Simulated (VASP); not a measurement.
Wanted: the native input for a VASP 6.6.1 run.

- Task: relaxation of the atoms
- Functional: PBEsol
- Potentials or basis: VASP PAW PBE potentials, release 64 (Si)
- Cutoff: 520 eV
- k mesh: 9 × 9 × 6
- Occupations: gaussian, width 0.01 eV
- Spin: no spin polarisation
- Dipole correction: no
- Further INCAR settings: ALGO = Normal; EDIFF = 1e-07; IBRION = 2; EDIFFG = -0.002; NSW = 60

The structure of Si lies in POSCAR:

```
Si
1.0
    3.8438634368      0.0000000000      0.0000000000
   -1.9219317184      3.3288833850      0.0000000000
    0.0000000000      0.0000000000      6.3153658930
Si
4
Direct
    0.3333333333      0.6666666667     -0.0005372923
    0.6666666667      0.3333333333      0.4994627077
    0.3333333333      0.6666666667      0.3745372923
    0.6666666667      0.3333333333      0.8745372923
```

This cell differs from its parent crystal: strained cell.

One way to write it, as run:

INCAR

```
ALGO = Normal ; EDIFF = 1E-7
EDIFFG = -0.002 ; ENCUT = 520
GGA = PS ; IBRION = 2
ISIF = 2 ; ISMEAR = 0
LASPH = True ; LCHARG = False
LREAL = False ; LWAVE = False
NELM = 80 ; NSW = 60
PREC = Accurate ; SIGMA = 0.01
```

KPOINTS

```
k-points
0
Gamma
  9 9 6
```

Potentials or basis: VASP PAW PBE potentials, release 64 (Si).

Run with:

```sh
$ cat potpaw_PBE.64/Si/POTCAR > POTCAR
$ mpirun -np 1 vasp_std > vasp.out
```

Results of the run:

```json
{"Energy gained by relaxing": "0.0 meV/atom", "Ionic steps": "3", "Pressure after relaxing": "-0.7 GPa", "Band gap on the k mesh": "0.33 eV, indirect (least direct gap 0.88 eV)"}
```

Caveat: the cell differs from its parent crystal (strained cell); the PAW data sets were made with another functional, which shifts forces and pressure a little.

Wall time 59 s on 1 thread of Oxide Virtual Turin-like Processor, on a shared host, peak memory 0.17 GiB.
